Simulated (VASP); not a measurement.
As, 2 atoms in the cell. The structure is hexagonal, space group P6_3/mmc (No. 194). Conventional cell: a = 2.282 Å, b = 2.282 Å, c = 3.697 Å, α = 90.00°, β = 90.00°, γ = 120.00°. Within 3.0 Å of As (site symmetry -6m2) lie 12 As at 2.27 to 2.28 Å. This isn't the form of As at room conditions, which is rhombohedral.

* Program: VASP 6.6.1
* Task: relaxation of cell and atoms
* Functional: PBE
* Potentials or basis: VASP PAW PBE potentials, release 64 (As_d)
* Cutoff: 510 eV
* k mesh: 19 × 19 × 11
* Occupations: fermi-dirac, width 0.1 eV
* Spin: no spin polarisation
* Target pressure: 410 GPa
* Dipole correction: no
* Further INCAR settings: ALGO = Normal; EDIFF = 1e-07; IBRION = 2; EDIFFG = -0.005; NSW = 60; ISIF = 3

Potentials or basis: VASP PAW PBE potentials, release 64 (As_d).

The run is started by

```console
$ cat potpaw_PBE.64/As_d/POTCAR > POTCAR
$ mpirun -np 1 vasp_std > vasp.out
```

Hardware: 1 thread of Intel(R) Xeon(R) Platinum 8259CL CPU @ 2.50GHz (Skylake/Cascade Lake), with other jobs on the host.

Question: How long does it take, and how much memory?

Answer: It took 5.6 min on 1 thread of Intel(R) Xeon(R) Platinum 8259CL CPU @ 2.50GHz (Skylake/Cascade Lake), on a shared host, peak memory 0.18 GiB. Counts: scf iterations 73, k points 240, ion steps 9.
